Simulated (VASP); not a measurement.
Crystal: CsBa3.

```
Cs Ba
1.0
     6.60437    0.00000    0.00000
     0.00000    6.60437    0.00000
     0.00000    0.00000    6.60437
Cs Ba
1 3
Cartesian
  0.0000 0.0000 0.0000
  0.0000 3.3022 3.3022
  3.3022 0.0000 3.3022
  3.3022 3.3022 0.0000
```

Base run:

```yaml
Program: VASP 6.6.1
Functional: PBE
Potentials_or_basis: VASP PAW PBE potentials, release 64 (Cs_sv, Ba_sv)
Cutoff: 520 eV
k_mesh: 4 × 4 × 4
Occupations: fermi-dirac, width 0.1 eV
Spin: no spin polarisation
```

Its results: pressure 0.0 GPa.

Question: The run is repeated on the same cell with these changes: k mesh from 4 × 4 × 4 to 1 × 1 × 1. What comes out?

Answer: Pressure -3.7 GPa.

Caveats: some runs use coarse meshes.
